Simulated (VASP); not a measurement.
NaPtN, 6 atoms in the cell. Symmetry: R-3m, No. 166, trigonal system. Conventional cell: a = 3.206 Å, b = 3.206 Å, c = 30.676 Å, α = 90.00°, β = 90.00°, γ = 120.00°. Na (site symmetry 3m) has 3 N at 2.44 Å and 3 Pt at 3.08 Å and 6 Na at 3.21 Å within 3.3 Å. Within 2.8 Å of Pt (site symmetry 3m) lie 3 N at 2.05 Å and 3 Pt at 2.74 Å. N (site symmetry 3m) has 3 Pt at 2.05 Å and 3 Na at 2.44 Å within 2.7 Å. 

| Property | Result |
| --- | --- |
| Program | VASP 6.6.1 |
| Task | single point |
| Functional | PBEsol |
| Potentials or basis | VASP PAW PBE potentials, release 64 (Na_pv, Pt, N) |
| Cutoff | 520 eV |
| k mesh | 6 × 6 × 6 |
| Occupations | fermi-dirac, width 0.03 eV |
| Spin | no spin polarisation |
| Dipole correction | no |
| Further INCAR settings | ALGO = Normal; EDIFF = 1e-07; NBANDS = 31 |

Potentials or basis: VASP PAW PBE potentials, release 64 (Na_pv, Pt, N).

Command:

```sh
$ cat potpaw_PBE.64/Na_pv/POTCAR potpaw_PBE.64/Pt/POTCAR potpaw_PBE.64/N/POTCAR > POTCAR
$ mpirun -np 1 vasp_std > vasp.out
```

Hardware: 1 thread of Oxide Virtual Turin-like Processor (shared host).

Q: How long does it take, and how much memory?

A: Run time: 31 min on 1 thread of Oxide Virtual Turin-like Processor (shared host), peak memory 0.95 GiB. Counts: scf iterations 16, k points 32.
